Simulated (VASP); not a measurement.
Write the native input for VASP 6.6.1 that does the following.

```yaml
Task: single point
Functional: PBE
Potentials_or_basis: VASP PAW PBE potentials, release 64 (Pb_d, O)
Cutoff: 520 eV
k_mesh: 4 × 4 × 4
Occupations: gaussian, width 0.01 eV
Spin: no spin polarisation
Dipole_correction: no
Further_INCAR_settings: ALGO = Normal; EDIFF = 1e-07; NBANDS = 28
```

The structure of PbO (Litharge) lies in POSCAR:

```
PbO
1.0
    4.0425060212      0.0000000000      0.0000000000
    0.0000000000      4.0425060212      0.0000000000
    0.0000000000      0.0000000000      5.0759286131
Pb O
2 2
Direct
    0.0000000000      0.5000000000      0.2400000000
    0.5000000000      0.0000000000      0.7600000000
    0.0000000000      0.0000000000      0.0000000000
    0.5000000000      0.5000000000      0.0000000000
```

The input as run:

INCAR

```
SYSTEM = PbO
PREC = Accurate
ENCUT = 520
EDIFF = 1E-7
ISMEAR = 0
SIGMA = 0.01
LREAL = .FALSE.
LASPH = .TRUE.
NELM = 60
ALGO = Normal
ISIF = 2
LWAVE = .FALSE.
LCHARG = .FALSE.
GGA = PE
NBANDS = 28
```

KPOINTS

```
regular mesh
0
G
  4 4 4
  0 0 0
```

Potentials or basis: VASP PAW PBE potentials, release 64 (Pb_d, O).

Run with:

```bash
$ cat potpaw_PBE.64/Pb_d/POTCAR potpaw_PBE.64/O/POTCAR > POTCAR
$ mpirun -np 1 vasp_std > vasp.out
```

It gave:

```json
{
  "Pressure": "-0.1 GPa",
  "Largest force": "0.462 eV/Å",
  "Band gap on the k mesh": "1.22 eV, indirect (least direct gap 1.99 eV)"
}
```

Caveat: spin-orbit coupling is left out, which moves the levels of the heavy elements.

Run time: 22 s on 1 thread of Intel(R) Xeon(R) 6975P-C (Granite Rapids), with other jobs on the host, peak memory 0.19 GiB.
